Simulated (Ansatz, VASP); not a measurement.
MgTe: VASP beside Ansatz

File POSCAR:

```
MgTe
1.0
    4.3945302200      0.0000000000      0.0000000000
   -2.1972651100      3.8057748082      0.0000000000
    0.0000000000      0.0000000000      7.6951784641
Mg Te
2 2
Direct
    0.3333333333      0.6666666667      0.0064375456
    0.6666666667      0.3333333333      0.5064375456
    0.3333333333      0.6666666667      0.3685624544
    0.6666666667      0.3333333333      0.8685624544
```

The input INCAR.step1:

```
SYSTEM = MgTe
ALGO = Normal
EDIFF = 1E-5
ENCUT = 520
GGA = PE
GGA_COMPAT = .FALSE.
ISIF = 2
ISMEAR = 0
LASPH = .TRUE.
LCHARG = .FALSE.
LREAL = .FALSE.
LWAVE = .TRUE.
NBANDS = 16
NELM = 120
PREC = Accurate
SIGMA = 0.01
```

File INCAR.step2:

```
SYSTEM = MgTe
ALGO = Normal
EDIFF = 1E-6
ENCUT = 520
GGA = PE
GGA_COMPAT = .FALSE.
HFSCREEN = 0.2079
ISIF = 2
ISMEAR = 0
ISTART = 1
LASPH = .TRUE.
LCHARG = .FALSE.
LHFCALC = .TRUE.
LREAL = .FALSE.
LWAVE = .FALSE.
NBANDS = 16
NELM = 120
PREC = Accurate
PRECFOCK = Normal
SIGMA = 0.01
```

File KPOINTS:

```
k-points
0
G
  6 6 2
  0 0 0
```

Input for Ansatz:

```yaml
crystal:
  lattice:
    - [4.39453022, 0.0, 0.0]
    - [-2.19726511, 3.8057748082, 0.0]
    - [0.0, 0.0, 7.6951784641]
  atoms:
    - { symbol: Mg, position: [0.3333333333, 0.6666666667, 0.0064375456] }
    - { symbol: Mg, position: [0.6666666667, 0.3333333333, 0.5064375456] }
    - { symbol: Te, position: [0.3333333333, 0.6666666667, 0.3685624544] }
    - { symbol: Te, position: [0.6666666667, 0.3333333333, 0.8685624544] }
kpoints:
  mp_grid: { grid: [6, 6, 2] }
  band_path:
    path:
      - [0.0, 0.0, 0.0]
      - [0.5, 0.0, 0.0]
      - [0.3333333333, 0.3333333333, 0.0]
      - [0.0, 0.0, 0.5]
      - [0.5, 0.0, 0.5]
      - [0.3333333333, 0.3333333333, 0.5]
    npoints: 1
hamiltonian:
  xc: hse06
scf:
  occupations: { method: fixed }
  n_extra_bands: 5
output:
  forces: true
  stress: true
  eigenvalues: true
```

Change from the starting cell: epitaxial_xy strain -4.0%.

Alike in both runs: task single point; functional HSE06; k mesh 6 × 6 × 2; no spin polarisation.

|  | VASP | Ansatz |
| --- | --- | --- |
| version | VASP 6.6.1 | Ansatz 0.2.0 |
| potentials or method | VASP PAW PBE potentials, release 64 (Mg, Te) | plane waves, PAW |
| plane-wave cutoff (eV) | 520 | 420 |
| occupations | gaussian, width 0.01 eV | fixed |
| valence electrons in the cell | 16 | 52 |

|  | VASP | Ansatz | Ansatz less VASP |
| --- | --- | --- | --- |
| gap on the k mesh at the Fermi level (eV) | 3.11 | 3.22 | +0.110 |
| pressure (GPa) | 1.7 | 1.8 | +0.18 |
| traceless stress, the component that is largest in VASP (GPa) | -1.90 | -1.89 | +0.006 |
| rms of the force components (eV/Å) | 0.006 | 0.003 | -0.0027 |

Atom by atom the forces differ by 0.003 eV/Å (rms over components). VASP's potentials hold 16 valence electrons a cell and Ansatz's 52, so a difference there can come from the potentials and not from the codes. Ansatz's warnings: stress exchange threshold loose, stress scf threshold loose.

Spin-orbit coupling is off throughout.
